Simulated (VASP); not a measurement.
# Ni: single point with PBEsol

Ni:

```xyz
2
Lattice="2.6732 0.0000 0.0000 0.0000 2.6732 0.0000 0.0000 0.0000 2.6732" Properties=species:S:1:pos:R:3 pbc="T T T"
Ni    0.0000    0.0000    0.0000
Ni    1.3366    1.3366    1.3366
```

This cell differs from its parent crystal: volume scaled by 0.92.

| Property | Result |
| --- | --- |
| Program | VASP 6.6.1 |
| Task | single point |
| Functional | PBEsol |
| Potentials or basis | VASP PAW PBE potentials, release 64 (Ni) |
| Cutoff | 520 eV |
| k mesh | 13 × 13 × 13 |
| Occupations | fermi-dirac, width 0.05 eV |
| Spin | collinear spin, ferromagnetic start |
| Starting moments | [-0.545, -0.545] μB |

```
Pressure                                              : 23.2 GPa
Band gap on the k mesh                                : zero (filled and empty bands overlap)
Net moment                                            : 0.00 μB per cell
Valence electrons inside the program's atomic spheres : Ni 9.58
```

Levels at points of the mesh, in eV from the Fermi level:
Spin up:
```
           k point  band 8  band 9  band 10  band 11  band 12  band 13
(0.00, 0.00, 0.00)   -0.66    0.22     0.22     0.22    10.65    10.65
```
Spin down:
| k point | band 7 | band 8 | band 9 | band 10 | band 11 | band 12 | band 13 | band 14 |
| --- | --- | --- | --- | --- | --- | --- | --- | --- |
| (0.00, 0.00, 0.00) | -0.66 | -0.66 | 0.22 | 0.22 | 0.22 | 10.65 | 10.65 | 10.65 |

Wall time 99 s on 1 thread of Intel(R) Xeon(R) Platinum 8259CL CPU @ 2.50GHz (Skylake/Cascade Lake), on a shared host, peak memory 0.16 GiB.

Caveat: the PAW data sets were made with another functional, which shifts forces and pressure a little.
